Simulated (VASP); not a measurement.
Write the native input for VASP 6.6.1 that does the following.

| Property | Result |
| --- | --- |
| Task | single point |
| Functional | r2SCAN |
| Potentials or basis | VASP PAW PBE potentials, release 64 (Au) |
| Cutoff | 520 eV |
| k mesh | 24 × 24 × 12 |
| Occupations | gaussian, width 0.15 eV |
| Spin | no spin polarisation |
| Dipole correction | no |
| Further INCAR settings | ALGO = Normal; EDIFF = 1e-06; NBANDS = 18 |

Crystal: Au.

```
Au
1.0
     2.81804    0.00000    0.00000
    -1.40902    2.44049    0.00000
     0.00000    0.00000    5.10795
Au
2
Direct
  0.33333 0.66667 0.75000
  0.66667 0.33333 0.25000
```

This cell differs from its parent crystal: strain -0.025 along x and y, +0.050 along z.

The input as run:

POSCAR

```
Au
1.0
    2.8180352590      0.0000000000      0.0000000000
   -1.4090176295      2.4404901231      0.0000000000
    0.0000000000      0.0000000000      5.1079514800
Au
2
Direct
    0.3333333333      0.6666666667      0.7500000000
    0.6666666667      0.3333333333      0.2500000000
```

INCAR.step1

```
PREC = Accurate
ENCUT = 520
ISMEAR = 0
SIGMA = 0.15
LREAL = False
LASPH = True
NELM = 80
NBANDS = 18
GGA = PE
ALGO = Normal
EDIFF = 1E-4
LWAVE = True
LCHARG = False
```

INCAR.step2

```
PREC = Accurate
ENCUT = 520
EDIFF = 1E-6
ISMEAR = 0
SIGMA = 0.15
LREAL = False
LASPH = True
NELM = 80
ALGO = Normal
ISIF = 2
LWAVE = False
LCHARG = True
METAGGA = R2SCAN
LMIXTAU = True
LELF = True
LVHAR = True
NBANDS = 18
ISTART = 1
```

KPOINTS

```
Automatic mesh
0
Gamma
  24 24 12
```

Potentials or basis: VASP PAW PBE potentials, release 64 (Au).

Launch:

```sh
$ cat potpaw_PBE.64/Au/POTCAR > POTCAR
$ cp INCAR.step1 INCAR
$ mpirun -np 1 vasp_std > vasp.out
$ cp INCAR.step2 INCAR
$ mpirun -np 1 vasp_std > vasp.out
```

Results of the run:

```json
{
 "Pressure": "2.0 GPa",
 "Band gap on the k mesh": "zero (bands 11 and 12 overlap by 7.33 eV)"
}
```

Caveat: the cell differs from its parent crystal (strain -0.025 along x and y, +0.050 along z); the PAW data sets were made with another functional, which shifts forces and pressure a little; spin-orbit coupling is left out, which moves the levels of the heavy elements.

Wall time 9.1 min on 1 thread of AMD EPYC 9R45 96-Core Processor (Zen 5), with other jobs on the host, peak memory 0.31 GiB.
